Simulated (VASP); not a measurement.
# Sn (I4_1/amd) in VASP: further runs, part 2 of 3

VASP 6.6.1. Earlier steps stand in the parts before.

**3. Electric field gradients, PBE (volume scaled by 0.96)**

INCAR reads:

```
SYSTEM = Sn
  PREC = Accurate
  ENCUT = 520
  EDIFF = 1E-8
  ISMEAR = -1
  SIGMA = 0.05
  LREAL = .FALSE.
  LASPH = .TRUE.
  NELM = 100
  ALGO = Normal
  ISIF = 2
  LWAVE = .FALSE.
  LCHARG = .FALSE.
  GGA = PE
  LEFG = .TRUE.
  NBANDS = 21
```

KPOINTS reads:

```
regular mesh
0
G
  15 15 15
  0 0 0
```

POSCAR reads:

```
Sn
1.0
   -2.8764417908      2.8764417908      1.5691520944
    2.8764417908     -2.8764417908      1.5691520944
    2.8764417908      2.8764417908     -1.5691520944
Sn
2
Direct
    0.0000000000      0.0000000000      0.0000000000
    0.7500000000      0.2500000000      0.5000000000
```

Potentials or basis: VASP PAW PBE potentials, release 64 (Sn_d).

Launch:

```console
> cat potpaw_PBE.64/Sn_d/POTCAR > POTCAR
> mpirun -np 1 vasp_std > vasp.out
```

OUTCAR:

```text
SYSTEM = Sn
   PREC = Accurate
   ENCUT = 520
   EDIFF = 1E-8
   ISMEAR = -1
   LREAL = .FALSE.
   LASPH = .TRUE.
   NELM = 100
   ISIF = 2
   GGA = PE

 ion  position               nearest neighbor table
   1  0.000  0.000  0.000-   2 2.98   2 2.98   2 2.98   2 2.98   2 3.72   2 3.72   2 3.72   2 3.72

   2  0.750  0.250  0.500-   1 2.98   1 2.98   1 2.98   1 2.98   1 3.72   1 3.72   1 3.72   1 3.72

  LATTYP: Found a body centered tetragonal cell.
 ALAT       =     5.7528835816
 C/A-ratio  =     0.5455184594

  Lattice vectors:

 A1 = (  -2.8764417908,   2.8764417908,   1.5691520944)
 A2 = (   2.8764417908,  -2.8764417908,   1.5691520944)
 A3 = (   2.8764417908,   2.8764417908,  -1.5691520944)

Analysis of symmetry for initial positions (statically):
=====================================================================
 Subroutine PRICEL returns:
 Original cell was already a primitive cell.

 Routine SETGRP: Setting up the symmetry group for a
[... 769 lines left out ...]
    -2.876441791  2.876441791  1.569152094     0.000000000  0.173825871  0.318643426
     2.876441791 -2.876441791  1.569152094     0.173825871  0.000000000  0.318643426
     2.876441791  2.876441791 -1.569152094     0.173825871  0.173825871  0.000000000

 POSITION                                       TOTAL-FORCE (eV/Angst)
 -----------------------------------------------------------------------------------
      0.00000      0.00000      0.00000         0.000000      0.000000     -0.000000
     -0.00000      2.87644      0.78458        -0.000000     -0.000000      0.000000
 -----------------------------------------------------------------------------------
    total drift:                                0.000000     -0.000000      0.000000

  FREE ENERGIE OF THE ION-ELECTRON SYSTEM (eV)
  ---------------------------------------------------
  free  energy   TOTEN  =        -7.5386423157 eV

  energy  without entropy=       -7.5315939216  energy(sigma->0) =       -7.53511812

 Electric field gradients (V/A^2)
---------------------------------------------------------------------
 ion       V_xx      V_yy      V_zz      V_xy      V_xz      V_yz
---------------------------------------------------------------------
   1     -22.984   -22.984    45.969    -0.000    -0.001    -0.001
   2     -22.984   -22.984    45.969    -0.000    -0.001    -0.001
---------------------------------------------------------------------

 Electric field gradients after diagonalization (V/A^2)
 (convention: |V_zz| > |V_xx| > |V_yy|)
----------------------------------------------------------------------
 ion       V_xx      V_yy      V_zz     asymmetry (V_yy - V_xx)/ V_zz
----------------------------------------------------------------------
   1     -22.985   -22.984    45.969       0.000
   2     -22.985   -22.984    45.969       0.000
----------------------------------------------------------------------

           NMR quadrupolar parameters

 Cq : quadrupolar parameter    Cq=e*Q*V_zz/h
 eta: asymmetry parameters     (V_yy - V_xx)/ V_zz
 Q  : nuclear electric quadrupole moment in mb (millibarn)
----------------------------------------------------------------------
 ion       Cq(MHz)       eta       Q (mb)
----------------------------------------------------------------------
   1       0.111       0.000       1.000
   2       0.111       0.000       1.000
----------------------------------------------------------------------
```

OSZICAR:

```text
N       E                     dE             d eps       ncg     rms          rms(c)
DAV:   1     0.223357865619E+03    0.22336E+03   -0.14335E+04 12314   0.212E+03
DAV:   2     0.154737677839E+02   -0.20788E+03   -0.20357E+03 12181   0.460E+02
DAV:   3    -0.684695986910E+01   -0.22321E+02   -0.22155E+02 14030   0.135E+02
DAV:   4    -0.753595006098E+01   -0.68899E+00   -0.68853E+00 13778   0.262E+01
DAV:   5    -0.756378365222E+01   -0.27834E-01   -0.27833E-01 17004   0.494E+00    0.259E+00
DAV:   6    -0.754453513047E+01    0.19249E-01   -0.32079E-02 16468   0.259E+00    0.145E+00
DAV:   7    -0.753875087982E+01    0.57843E-02   -0.19348E-02 16470   0.203E+00    0.171E-01
DAV:   8    -0.753863851239E+01    0.11237E-03   -0.22157E-03 15058   0.618E-01    0.373E-02
DAV:   9    -0.753864369787E+01   -0.51855E-05   -0.67669E-05 16153   0.766E-02    0.129E-02
DAV:  10    -0.753864250071E+01    0.11972E-05   -0.76447E-06 15710   0.358E-02    0.169E-03
DAV:  11    -0.753864265475E+01   -0.15404E-06   -0.43819E-07 14799   0.818E-03    0.111E-03
DAV:  12    -0.753864229346E+01    0.36129E-06   -0.48097E-08 13875   0.262E-03    0.237E-04
DAV:  13    -0.753864231142E+01   -0.17968E-07   -0.25674E-09  8108   0.518E-04    0.671E-05
DAV:  14    -0.753864231571E+01   -0.42869E-08   -0.88964E-10  7328   0.362E-04
   1 F= -.75386423E+01 E0= -.75351181E+01  d E =-.704839E-02
```

stdout:

```text
POSCAR found type information on POSCAR Sn
 POSCAR found :  1 types and       2 ions
 scaLAPACK will be used
 LDA part: xc-table for (Slater+PW92), standard interpolation
 POSCAR, INCAR and KPOINTS ok, starting setup
 FFT: planning ... GRIDC
 FFT: planning ... GRID_SOFT
 FFT: planning ... GRID
 WAVECAR not read
 entering main loop
ion   1

ion   2
```

Run time: 3.5 min. Hardware: 1 thread of Intel Xeon 6975P-C, shared host; peak memory 0.36 GiB.

Results:

| Item | Value |
| --- | --- |
| Free energy | -7.5386 eV |
| Pressure | 5.3 GPa |
| Band gap on the k mesh | zero (band 14 reaches 10.08 eV, above the bottom of band 15 at 5.54 eV) |

Electric field gradients, principal values (V/Å²):
```csv
atom,least,middle,greatest (by size)
1 Sn,-22.984,-22.985,45.969
2 Sn,-22.984,-22.985,45.969
```

Caveat: without QUAD_EFG the Cq values of the log hold for a quadrupole moment of 1 mb, not for the nuclei; spin-orbit coupling is left out, which moves the levels of the heavy elements.

**4. Electric field gradients, PBE (zz strain of -2 %)**

INCAR reads:

```
SYSTEM = Sn
PREC = Accurate
ENCUT = 520
EDIFF = 1E-8
ISMEAR = -1
SIGMA = 0.05
LREAL = .FALSE.
LASPH = .TRUE.
NELM = 60
ALGO = Normal
ISIF = 2
LWAVE = .FALSE.
LCHARG = .FALSE.
GGA = PE
LEFG = .TRUE.
NBANDS = 21
```

KPOINTS is that of step 3.

POSCAR reads:

```
Sn
1.0
   -2.9158500000      2.9158500000      1.5588370000
    2.9158500000     -2.9158500000      1.5588370000
    2.9158500000      2.9158500000     -1.5588370000
Sn
2
Direct
    0.0000000000      0.0000000000      0.0000000000
    0.7500000000      0.2500000000      0.5000000000
```

Potentials or basis: VASP PAW PBE potentials, release 64 (Sn_d).

Launch:

```console
> cat potpaw_PBE.64/Sn_d/POTCAR > POTCAR
> mpirun -np 1 vasp_std > vasp.out
```

OUTCAR:

```text
SYSTEM = Sn
   PREC = Accurate
   ENCUT = 520
   EDIFF = 1E-8
   ISMEAR = -1
   LREAL = .FALSE.
   LASPH = .TRUE.
   NELM = 60
   ISIF = 2
   GGA = PE

 ion  position               nearest neighbor table
   1  0.000  0.000  0.000-   2 3.02   2 3.02   2 3.02   2 3.02   2 3.74   2 3.74   2 3.74   2 3.74

   2  0.750  0.250  0.500-   1 3.02   1 3.02   1 3.02   1 3.02   1 3.74   1 3.74   1 3.74   1 3.74

  LATTYP: Found a body centered tetragonal cell.
 ALAT       =     5.8317000000
 C/A-ratio  =     0.5346080903

  Lattice vectors:

 A1 = (  -2.9158500000,   2.9158500000,   1.5588370000)
 A2 = (   2.9158500000,  -2.9158500000,   1.5588370000)
 A3 = (   2.9158500000,   2.9158500000,  -1.5588370000)

Analysis of symmetry for initial positions (statically):
=====================================================================
 Subroutine PRICEL returns:
 Original cell was already a primitive cell.

 Routine SETGRP: Setting up the symmetry group for a
[... 770 lines left out ...]
    -2.915850000  2.915850000  1.558837000     0.000000000  0.171476585  0.320751945
     2.915850000 -2.915850000  1.558837000     0.171476585  0.000000000  0.320751945
     2.915850000  2.915850000 -1.558837000     0.171476585  0.171476585  0.000000000

 POSITION                                       TOTAL-FORCE (eV/Angst)
 -----------------------------------------------------------------------------------
      0.00000      0.00000      0.00000        -0.000000     -0.000000      0.000000
     -0.00000      2.91585      0.77942         0.000000      0.000000     -0.000000
 -----------------------------------------------------------------------------------
    total drift:                               -0.000000      0.000000     -0.000000

  FREE ENERGIE OF THE ION-ELECTRON SYSTEM (eV)
  ---------------------------------------------------
  free  energy   TOTEN  =        -7.5720588735 eV

  energy  without entropy=       -7.5656533402  energy(sigma->0) =       -7.56885611

 Electric field gradients (V/A^2)
---------------------------------------------------------------------
 ion       V_xx      V_yy      V_zz      V_xy      V_xz      V_yz
---------------------------------------------------------------------
   1     -18.040   -18.040    36.081     0.001     0.000     0.000
   2     -18.040   -18.040    36.081     0.001     0.000     0.000
---------------------------------------------------------------------

 Electric field gradients after diagonalization (V/A^2)
 (convention: |V_zz| > |V_xx| > |V_yy|)
----------------------------------------------------------------------
 ion       V_xx      V_yy      V_zz     asymmetry (V_yy - V_xx)/ V_zz
----------------------------------------------------------------------
   1     -18.041   -18.039    36.081       0.000
   2     -18.041   -18.039    36.081       0.000
----------------------------------------------------------------------

           NMR quadrupolar parameters

 Cq : quadrupolar parameter    Cq=e*Q*V_zz/h
 eta: asymmetry parameters     (V_yy - V_xx)/ V_zz
 Q  : nuclear electric quadrupole moment in mb (millibarn)
----------------------------------------------------------------------
 ion       Cq(MHz)       eta       Q (mb)
----------------------------------------------------------------------
   1       0.087       0.000       1.000
   2       0.087       0.000       1.000
----------------------------------------------------------------------
```

stdout:

```text
POSCAR found type information on POSCAR Sn
 POSCAR found :  1 types and       2 ions
 scaLAPACK will be used
 LDA part: xc-table for (Slater+PW92), standard interpolation
 POSCAR, INCAR and KPOINTS ok, starting setup
 FFT: planning ... GRIDC
 FFT: planning ... GRID_SOFT
 FFT: planning ... GRID
 WAVECAR not read
 entering main loop
ion   1

ion   2
```

Run time: 9 min. Hardware: 1 thread of Oxide Virtual Turin-like, shared host; peak memory 0.36 GiB.

Results:

```
Free energy            : -7.5721 eV
Pressure               : 3.9 GPa
Band gap on the k mesh : zero (band 14 reaches 9.72 eV, above the bottom of band 15 at 5.42 eV)
```

Electric field gradients, principal values (V/Å²):
```csv
atom,least,middle,greatest (by size)
1 Sn,-18.039,-18.041,36.081
2 Sn,-18.039,-18.041,36.081
```

Caveat: the cell differs from its parent crystal (zz strain of -2 %); without QUAD_EFG the Cq values of the log hold for a quadrupole moment of 1 mb, not for the nuclei; spin-orbit coupling is left out, which moves the levels of the heavy elements.

(Part 2 of 3 ends here.)
